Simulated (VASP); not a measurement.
Set up this calculation in VASP 6.6.1, as the native input.

- Task: single point
- Functional: PBEsol
- Potentials or basis: VASP PAW PBE potentials, release 64 (Al, N)
- Cutoff: 520 eV
- k mesh: 10 × 10 × 6
- Occupations: fermi-dirac, width 0.03 eV
- Spin: no spin polarisation
- Dipole correction: no
- Further INCAR settings: ALGO = Normal; EDIFF = 1e-07; NBANDS = 16

The structure of AlN lies in POSCAR:

```
AlN
1.0
    3.0689564278      0.0000000000      0.0000000000
   -1.5344782139      2.6577942296      0.0000000000
    0.0000000000      0.0000000000      4.9107214824
Al N
2 2
Direct
    0.3333333333      0.6666666667      0.0000000000
    0.6666666667      0.3333333333      0.5000000000
    0.3333333333      0.6666666667      0.3850000000
    0.6666666667      0.3333333333      0.8850000000
```

This cell differs from its parent crystal: volume scaled by 0.96.

These files were run (other wordings do the same):

INCAR

```
PREC = Accurate ; ENCUT = 520
EDIFF = 1E-7 ; ISMEAR = -1
SIGMA = 0.03 ; LREAL = False
LASPH = True ; NELM = 80
ALGO = Normal ; ISIF = 2
LWAVE = False ; LCHARG = False
GGA = PS ; NBANDS = 16
```

KPOINTS

```
Automatic mesh
0
Gamma
  10 10 6
```

Potentials or basis: VASP PAW PBE potentials, release 64 (Al, N).

Launch:

```bash
$ cat potpaw_PBE.64/Al/POTCAR potpaw_PBE.64/N/POTCAR > POTCAR
$ mpirun -np 1 vasp_std > vasp.out
```

It gave:

- Pressure: 9.6 GPa
- Largest force: 0.180 eV/Å
- Band gap on the k mesh: 4.45 eV, direct

Caveat: the PAW data sets were made with another functional, which shifts forces and pressure a little.

Run time: 30 s on 1 thread of Intel(R) Xeon(R) 6975P-C (Granite Rapids), on a shared host, peak memory 0.16 GiB.
